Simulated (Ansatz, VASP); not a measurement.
Mg in VASP and in Ansatz

Contents of INCAR:

```
PREC     = Accurate       # precision mode
ENCUT    = 520            # plane-wave cutoff, eV
EDIFF    = 1E-8           # SCF threshold, eV
ISMEAR   = -1             # smearing method
SIGMA    = 0.05           # smearing width, eV
LREAL    = False          # projectors in reciprocal space
LASPH    = True           # aspherical terms in the spheres
NELM     = 100            # most SCF steps
ALGO     = Normal         # electronic algorithm
ISIF     = 2              # what is computed and relaxed
LWAVE    = False          # write WAVECAR
LCHARG   = False          # write CHGCAR
GGA      = PS             # functional
LEFG     = True         
NBANDS   = 7              # bands
```

The input KPOINTS:

```
regular mesh
0
Gamma
  16 16 16
```

Contents of POSCAR:

```
Mg
1.0
   -1.5060300000      1.4765000000      1.4765000000
    1.4765000000     -1.5060300000      1.4765000000
    1.4765000000      1.4765000000     -1.5060300000
Mg
1
Direct
    0.0000000000      0.0000000000      0.0000000000
```

Input for Ansatz:

```yaml
crystal:
  lattice:
    - [-1.50603, 1.4765, 1.4765]
    - [1.4765, -1.50603, 1.4765]
    - [1.4765, 1.4765, -1.50603]
  atoms:
    - { symbol: Mg, position: [0.0, 0.0, 0.0] }
kpoints:
  mp_grid: { grid: [16, 16, 16] }
scf:
  occupations: { method: fermi_dirac, width: 0.05 }
hamiltonian:
  xc: pbesol
  pseudopotentials: { kind: all_electron, datasets: crystal }
output:
  forces: true
  stress: true
  eigenvalues: true
  efg: { contact_densities: true }
```

Change from the starting cell: equal xy, yz and zx shear strains of -2 %, crystal datasets.

Alike in both runs: task electric field gradients; functional PBEsol; k mesh 16 × 16 × 16; occupations fermi-dirac, width 0.05 eV; no spin polarisation.

|  | VASP | Ansatz |
| --- | --- | --- |
| version | VASP 6.6.1 | Ansatz 0.2.0 |
| potentials or method | VASP PAW PBE potentials, release 64 (Mg), cutoff 520 eV | all-electron PAW with datasets made for the crystal, scalar-relativistic |

VASP gave:

| Quantity | Value |
| --- | --- |
| pressure (GPa) | 61.6 |
| traceless stress, the component that is largest in VASP (GPa) | 2.59 |
| size of Vzz on the site where it differs most (V/Å²) | 0.9 |

**Question.** What did Ansatz give for the same quantities?

**Answer.** Pressure (GPa): 60.2; traceless stress, the component that is largest in VASP (GPa): 2.55; size of Vzz on the site where it differs most (V/Å²): 0.4.

VASP's potentials were made for PBE, not for PBEsol. Both programs put the cell under a high pressure, so it lies far from rest at this level. Ansatz ran all-electron here, and VASP with PAW potentials.

Noted on VASP's run: the cell as given lies far from equilibrium.
